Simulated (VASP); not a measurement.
# MnV (Pm-3m) in VASP: further runs

MnV is run at these levels: LDA; tasks: single point.

Program: VASP 6.6.1. These are calculated values, not measurements. Logs are shortened: lines on timing, memory, paths and dates and some standing lists are left out, and cuts for length are marked.

**1. The cell of the first run**

Symmetry: Pm-3m, No. 221, cubic system. The conventional cell has a = 2.900 Å, b = 2.900 Å, c = 2.900 Å, α = 90.00°, β = 90.00°, γ = 90.00°. Within 3.3 Å of Mn (site symmetry m-3m) lie 8 V at 2.51 Å and 6 Mn at 2.90 Å. V (site symmetry m-3m) has 8 Mn at 2.51 Å and 6 V at 2.90 Å within 3.3 Å.

**2. Single point, LDA, collinear spin, ferromagnetic start**

INCAR

```
SYSTEM = MnV
ALGO = Normal
EDIFF = 1E-6
ENCUT = 520
ISIF = 2
ISMEAR = -1
ISPIN = 2
LASPH = .True.
LCHARG = .False.
LMAXMIX = 4
LORBIT = 11
LREAL = .False.
LWAVE = .False.
MAGMOM = 4 2
NBANDS = 24
NELM = 150
PREC = Accurate
SIGMA = 0.05
```

KPOINTS

```
k-points
0
Gamma
  11 11 11
  0 0 0
```

POSCAR

```
MnV
1.0
    2.9000000000      0.0000000000      0.0000000000
    0.0000000000      2.9000000000      0.0000000000
    0.0000000000      0.0000000000      2.9000000000
Mn V
1 1
Direct
    0.0000000000      0.0000000000      0.0000000000
    0.5000000000      0.5000000000      0.5000000000
```

Potentials or basis: VASP PAW LDA potentials, release 64 (Mn_pv, V_sv).

Started as:

```
> cat potpaw_LDA.64/Mn_pv/POTCAR potpaw_LDA.64/V_sv/POTCAR > POTCAR
> mpirun -np 1 vasp_std > vasp.out
```

OUTCAR:

```text
SYSTEM = MnV
   EDIFF = 1E-6
   ENCUT = 520
   ISIF = 2
   ISMEAR = -1
   ISPIN = 2
   LASPH = .True.
   LORBIT = 11
   LREAL = .False.
   NELM = 150
   PREC = Accurate

 ion  position               nearest neighbor table
   1  0.000  0.000  0.000-   2 2.51   2 2.51   2 2.51   2 2.51   2 2.51   2 2.51   2 2.51   2 2.51

   2  0.500  0.500  0.500-   1 2.51   1 2.51   1 2.51   1 2.51   1 2.51   1 2.51   1 2.51   1 2.51

  LATTYP: Found a simple cubic cell.
 ALAT       =     2.9000000000

  Lattice vectors:

 A1 = (   2.9000000000,   0.0000000000,   0.0000000000)
 A2 = (   0.0000000000,   2.9000000000,   0.0000000000)
 A3 = (   0.0000000000,   0.0000000000,   2.9000000000)

Analysis of symmetry for initial positions (statically):
=====================================================================
 Subroutine PRICEL returns:
 Original cell was already a primitive cell.

 Routine SETGRP: Setting up the symmetry group for a
 simple cubic supercell.

 Subroutine GETGRP returns: Found 48 space group operations
 (whereof 48 operations were pure point group operations)
 out of a pool of 48 trial point group operations.

The static configuration has the point symmetry O_h .

Analysis of symmetry for dynamics (positions and initial velocities):
=====================================================================
 Subroutine PRICEL returns:
 Original cell was already a primitive cell.

 Routine SETGRP: Setting up the symmetry group for a
 simple cubic supercell.

 Subroutine GETGRP returns: Found 48 space group operations
 (whereof 48 operations were pure point group operations)
 out of a pool of 48 trial point group operations.

The dynamic configuration has the point symmetry O_h .

Analysis of structural, dynamic, and magnetic symmetry:
=====================================================================
 Subroutine PRICEL returns:
 Original cell was already a primitive cell.

 Routine SETGRP: Setting up the symmetry group for a
 simple cubic supercell.

 Subroutine GETGRP returns: Found 48 space group operations
 (whereof 48 operations were pure point group operations)
 out of a pool of 48 trial point group operations.

The overall configuration has the point symmetry O_h .

 Subroutine INISYM returns: Found 48 space group operations
 (whereof 48 operations are pure point group operations),
 and found     1 'primitive' translations

[... 117 lines left out ...]
  Thomas-Fermi vector in A             =   2.757536
   LORBIT       =     11    0 simple, 1 ext, 2 COOP (PROOUT), +10 PAW based schemes
   GGA     = CA    functional components
   LHFCALC =     F    Hartree Fock is set to
   AEXX    =    0.0000 exact exchange contribution
   IVDW    =     0    specifies the selected vdW correction
   LEPSILON=     F    determine dielectric tensor
   LRPA    =     F    only Hartree local field effects (RPA)
 spin polarized calculation
  energy-cutoff  :      520.00
  volume of cell :       24.39
 maximum number of plane-waves:       691
 NGX is ok and might be reduce to    24
   NGX = 11   NGY = 11   NGZ = 11

 number of electron      25.9999997 magnetization       0.0002223

 number of electron      25.9999997 magnetization      -0.0000137

 Free energy of the ion-electron system (eV)
  ---------------------------------------------------
  ext. energy  EPLUGINS =         0.00000000
  ---------------------------------------------------
  free energy    TOTEN  =       -20.56220112 eV

  energy without entropy =      -20.55714700  energy(sigma->0) =      -20.55967406

 E-fermi :  10.0024     XC(G=0): -13.7140

 val. band max:        9.9621228702   @ k =   0.4545   0.3636   0.0000
 cond. band min:      10.0837586656   @ k =   0.3636   0.0909   0.0909
 fundamental gap:      0.1216357954
 Fermi energy:        10.0024463451

 spin component 1

 k-point     1 :       0.0000    0.0000    0.0000
  band No.  band energies     occupation
      1     -53.5672      1.00000
      2     -37.4598      1.00000
      3     -37.4598      1.00000
      4     -37.4598      1.00000
      5     -27.6999      1.00000
      6     -27.6999      1.00000
[... 637 lines left out ...]
     23      28.8836      0.00000
     24      29.4001      0.00000

 [... further k-points ...]

 spin component 2

 k-point     1 :       0.0000    0.0000    0.0000
  band No.  band energies     occupation
      1     -53.5672      1.00000
      2     -37.4598      1.00000
      3     -37.4598      1.00000
      4     -37.4598      1.00000
      5     -27.7000      1.00000
      6     -27.7000      1.00000
[... 637 lines left out ...]
     23      28.8836      0.00000
     24      29.4001      0.00000

 [... further k-points ...]

------------------------ aborting loop because EDIFF is reached ----------------------------------------

  FORCE on cell =-STRESS in cart. coord.  units (eV):
  Direction    XX          YY          ZZ          XY          YZ          ZX
  --------------------------------------------------------------------------------------
  -------------------------------------------------------------------------------------
  Total       -3.2689711     -3.2689711     -3.2689711     -0.0000000     -0.0000000      0.0000000
  in kB     -214.7472807   -214.7472807   -214.7472807     -0.0000000     -0.0000000      0.0000000
  external PRESSURE =    -214.7472807 kB  Pullay stress =       0.0000000 kB

 VOLUME and BASIS-vectors are now :
 -----------------------------------------------------------------------------
  energy-cutoff  :      520.00
  volume of cell :       24.39
      direct lattice vectors                 reciprocal lattice vectors
     2.900000000  0.000000000  0.000000000     0.344827586  0.000000000  0.000000000
     0.000000000  2.900000000  0.000000000     0.000000000  0.344827586  0.000000000
     0.000000000  0.000000000  2.900000000     0.000000000  0.000000000  0.344827586

 POSITION                                       TOTAL-FORCE (eV/Angst)
 -----------------------------------------------------------------------------------
      0.00000      0.00000      0.00000         0.000000      0.000000      0.000000
      1.45000      1.45000      1.45000         0.000000      0.000000      0.000000
 -----------------------------------------------------------------------------------
    total drift:                                0.000000      0.000000     -0.000000

  FREE ENERGIE OF THE ION-ELECTRON SYSTEM (eV)
  ---------------------------------------------------
  free  energy   TOTEN  =       -20.5622011196 eV

  energy  without entropy=      -20.5571469967  energy(sigma->0) =      -20.55967406

 total charge

# of ion       s       p       d       tot
------------------------------------------
    1        0.406   6.346   5.183  11.935
    2        2.347   6.269   3.033  11.649
--------------------------------------------------
tot          2.752  12.615   8.216  23.584

 magnetization (x)

# of ion       s       p       d       tot
------------------------------------------
    1        0.000  -0.000   0.000   0.000
    2       -0.000   0.000  -0.000  -0.000
--------------------------------------------------
tot          0.000  -0.000   0.000   0.000
```

stdout:

```text
POSCAR found type information on POSCAR MnV
 POSCAR found :  2 types and       2 ions
 scaLAPACK will be used
 LDA part: xc-table for (Slater(with rela. corr.)+CA(PZ))
 , standard interpolation
 POSCAR, INCAR and KPOINTS ok, starting setup
 FFT: planning ... GRIDC
 FFT: planning ... GRID_SOFT
 FFT: planning ... GRID
 WAVECAR not read
 entering main loop
```

It took 79 s on 1 thread of Intel Xeon 8259CL, shared host; peak memory 0.17 GiB.

What came out:

| Property | Result |
| --- | --- |
| Free energy | -20.5622 eV |
| Pressure | -21.5 GPa |
| Band gap on the k mesh | zero (filled and empty bands overlap) |
| Net moment | 0.00 μB per cell |
| Valence electrons inside the program's atomic spheres | Mn 11.94; V 11.65 |

Levels at points of the mesh, in eV from the Fermi level:
Spin up:
```
           k point  band 9  band 10  band 11  band 12  band 13  band 14  band 15  band 16  band 17  band 18
(0.00, 0.00, 0.00)   -3.97    -3.97    -0.82    -0.82    -0.82     1.14     1.14     2.61     2.61     2.61
```
Spin down:
```
           k point  band 9  band 10  band 11  band 12  band 13  band 14  band 15  band 16  band 17  band 18
(0.00, 0.00, 0.00)   -3.97    -3.97    -0.82    -0.82    -0.82     1.14     1.14     2.61     2.61     2.61
```

Caveat: the cell stands under tension.

**3. Single point, LDA, collinear spin, ferromagnetic start**

INCAR

```
PREC = Accurate
ENCUT = 520
EDIFF = 1E-6
ISMEAR = -1
SIGMA = 0.05
LREAL = False
LASPH = True
NELM = 150
ALGO = Normal
ISIF = 2
LWAVE = False
LCHARG = False
ISPIN = 2
MAGMOM = 0.2 0.2
LORBIT = 11
NUPDOWN = 0.4
LMAXMIX = 4
NBANDS = 24
```

KPOINTS

```
regular mesh
0
Gamma
  11 11 11
```

POSCAR is that of step 2.

Potentials or basis: VASP PAW LDA potentials, release 64 (Mn_pv, V_sv).

Started as:

```
> cat potpaw_LDA.64/Mn_pv/POTCAR potpaw_LDA.64/V_sv/POTCAR > POTCAR
> mpirun -np 1 vasp_std > vasp.out
```

Wall time 71 s (1 thread of Intel Xeon 8259CL, shared host); peak memory 0.17 GiB.

Results (log left out):

| Quantity | Value |
| --- | --- |
| Free energy | -20.4927 eV |
| Pressure | -20.6 GPa |
| Net moment | 0.40 μB per cell |
| Site moments | Mn +0.42; V -0.04 μB |
| Valence electrons inside the program's atomic spheres | Mn 11.93; V 11.65 |

Caveat: the cell stands under tension; the total moment is fixed, so each spin has its own Fermi level.

**4. Single point, LDA, collinear spin, ferromagnetic start**

INCAR

```
PREC     = Accurate       # precision mode
ENCUT    = 520            # plane-wave cutoff, eV
EDIFF    = 1E-6           # SCF threshold, eV
ISMEAR   = -1             # smearing method
SIGMA    = 0.05           # smearing width, eV
LREAL    = False          # projectors in reciprocal space
LASPH    = True           # aspherical terms in the spheres
NELM     = 150            # most SCF steps
ALGO     = Normal         # electronic algorithm
ISIF     = 2              # what is computed and relaxed
LWAVE    = False          # write WAVECAR
LCHARG   = False          # write CHGCAR
ISPIN    = 2              # spin polarisation
MAGMOM   = 0.2 0.2        # initial moments
LORBIT   = 11             # projections on sites
NUPDOWN  = 0.4            # fixed moment
LMAXMIX  = 4              # l up to which the mixer works
GGA      = CA             # functional
NBANDS   = 24             # bands
```

KPOINTS

```
Automatic mesh
0
Gamma
  11 11 11
```

POSCAR is that of step 3.

Started as:

```
> cat potpaw_LDA.64/Mn_pv/POTCAR potpaw_LDA.64/V_sv/POTCAR > POTCAR
> mpirun -np 1 vasp_std > vasp.out
```

Wall time 68 s (1 thread of Intel Xeon 8259CL, shared host); peak memory 0.17 GiB.

It converged, with:

| Property | Result |
| --- | --- |
| Free energy | -20.4927 eV |
| Pressure | -20.6 GPa |
| Net moment | 0.40 μB per cell |
| Site moments | Mn +0.42; V -0.04 μB |
| Valence electrons inside the program's atomic spheres | Mn 11.93; V 11.65 |

Caveat: the cell stands under tension; the total moment is fixed, so each spin has its own Fermi level.
